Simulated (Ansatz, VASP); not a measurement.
Two plane-wave programs on NaH

```xyz
2
Lattice="0.0000 2.4444 2.4444 2.4444 0.0000 2.4444 2.4444 2.4444 0.0000" Properties=species:S:1:pos:R:3 pbc="T T T"
Na    0.0000    0.0000    0.0000
H     2.4444    2.4444    2.4444
```

Alike in both runs: functional r2SCAN; k mesh 10 × 10 × 10; occupations fermi-dirac, width 0.02 eV; no spin polarisation.

Ansatz relaxed the structure, and its values are those at the end. VASP's run is a single point on that final structure, the one shown.

|  | VASP | Ansatz |
| --- | --- | --- |
| version | VASP 6.6.1 | Ansatz 0.2.0 |
| potentials or method | VASP PAW PBE potentials, release 64 (Na_pv, H), cutoff 520 eV | PAW plane waves |
| valence electrons in the cell | 8 | 10 |

|  | VASP | Ansatz | Ansatz less VASP |
| --- | --- | --- | --- |
| gap on the k mesh at the Fermi level (eV) | 4.32 | 4.31 | -0.008 |
| pressure (GPa) | -1.4 | -1.3 | +0.13 |

VASP's potentials were made for PBE, not for r2SCAN. With one functional, cell and mesh, what is left measures potentials, basis and numerics. VASP's potentials hold 8 valence electrons a cell and Ansatz's 10, so a difference there can come from the potentials and not from the codes. Ansatz's warnings: stress scf threshold loose.
